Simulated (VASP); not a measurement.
Here is a VASP 6.6.1 calculation.

INCAR

```
ALGO = Normal
EDIFF = 1E-6
EDIFFG = -0.01
ENCUT = 600
GGA = PE
IBRION = 2
ISIF = 3
ISMEAR = -1
LASPH = True
LCHARG = False
LREAL = False
LWAVE = False
NELM = 60
NSW = 80
PREC = Accurate
SIGMA = 0.1
```

The input KPOINTS:

```
k-points
0
Gamma
  12 12 12
```

Contents of POSCAR:

```
Au
1.0
    2.6358905191      0.0000000000      0.0000000000
    0.0000000000      2.6358905191      0.0000000000
    0.0000000000      0.0000000000      2.6358905191
Au
1
Direct
    0.0000000000      0.0000000000      0.0000000000
```

Potentials or basis: VASP PAW PBE potentials, release 64 (Au).

Launch:

```bash
$ cat potpaw_PBE.64/Au/POTCAR > POTCAR
$ mpirun -np 1 vasp_std > vasp.out
```

Question: Predict the relaxed volume.

Answer: 20.71 Å³/atom.

Question: What does it give for the relaxed cell?

Answer: a = 2.746 Å, b = 2.746 Å, c = 2.746 Å, α = 90.00°, β = 90.00°, γ = 90.00°.

Question: Predict the space group after relaxing (to 0.1 Å).

Answer: Pm-3m (No. 221).

Question: Estimate the band gap on the k mesh.

Answer: Zero (an odd number of electrons rules out a gap without spin polarisation).

Final structure:
```
CELL_PARAMETERS angstrom
2.74606 0.00000 0.00000
0.00000 2.74606 0.00000
0.00000 0.00000 2.74606
ATOMIC_POSITIONS crystal
Au 0.00000 0.00000 0.00000
```

Caveat: spin-orbit coupling is left out, which moves the levels of the heavy elements.
